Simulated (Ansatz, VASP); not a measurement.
Ir in VASP and in Ansatz

```
CELL_PARAMETERS angstrom
2.81064 0.00000 0.00000
-1.40532 2.43409 0.00000
0.00000 0.00000 9.18212
ATOMIC_POSITIONS crystal
Ir 0.00000 0.00000 0.00000
Ir 0.00000 0.00000 0.50000
Ir 0.33333 0.66667 0.25000
Ir 0.66667 0.33333 0.75000
```

Alike in both runs: task single point; functional PBE; k mesh 15 × 15 × 4; occupations fermi-dirac, width 0.1 eV; no spin polarisation.

```csv
,VASP,Ansatz
version,VASP 6.6.1,Ansatz 0.2.0
potentials or method,"VASP PAW PBE potentials, release 64 (Ir), cutoff 520 eV","plane waves (420 eV) with PAW, scalar-relativistic"
valence electrons in the cell,36,68
```

|  | VASP | Ansatz | Ansatz less VASP |
| --- | --- | --- | --- |
| pressure (GPa) | -21.6 | -21.9 | -0.27 |
| traceless stress, the component that is largest in VASP (GPa) | -0.10 | -0.11 | -0.008 |

VASP's potentials hold 36 valence electrons a cell and Ansatz's 68, so a difference there can come from the potentials and not from the codes.

Spin-orbit coupling is off throughout.
